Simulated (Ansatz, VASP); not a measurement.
**Two plane-wave programs on O**

```
O
1.0
     1.66371    0.96054    3.70695
    -1.66371    0.96054    3.70695
     0.00000   -1.92108    3.70695
O
2
Direct
  0.05461 0.05461 0.05461
  0.94539 0.94539 0.94539
```

Alike in both runs: task single point; functional LDA; k mesh 9 × 9 × 9; occupations gaussian, width 0.05 eV; no spin polarisation.

|  | VASP | Ansatz |
| --- | --- | --- |
| version | VASP 6.6.1 | Ansatz 0.2.0 |
| potentials or method | VASP PAW LDA potentials, release 64 (O) | JTH PAW LDA |
| plane-wave cutoff (eV) | 520 | 1380 |
| valence electrons in the cell | 12 | 12 |

VASP gave:

- gap on the k mesh at the Fermi level (eV): none
- pressure (GPa): -3.9
- traceless stress, the component that is largest in VASP (GPa): 4.25
- rms of the force components (eV/Å): 0.287

Which values does Ansatz return?

gap on the k mesh at the Fermi level (eV): none; pressure (GPa): -6.0; traceless stress, the component that is largest in VASP (GPa): -0.39; rms of the force components (eV/Å): 0.450.

LDA's correlation is that of Perdew and Zunger in VASP and of Perdew and Wang (1992) in Ansatz. Atom by atom the forces differ by 0.737 eV/Å (rms over components). A gap of «none» marks a metal or a gap that the smearing closes.

Noted on VASP's run: the standard files for N, O and F lose accuracy on very short bonds; spin is off for a triplet molecule. Noted on Ansatz's run: spin is off for a triplet molecule.
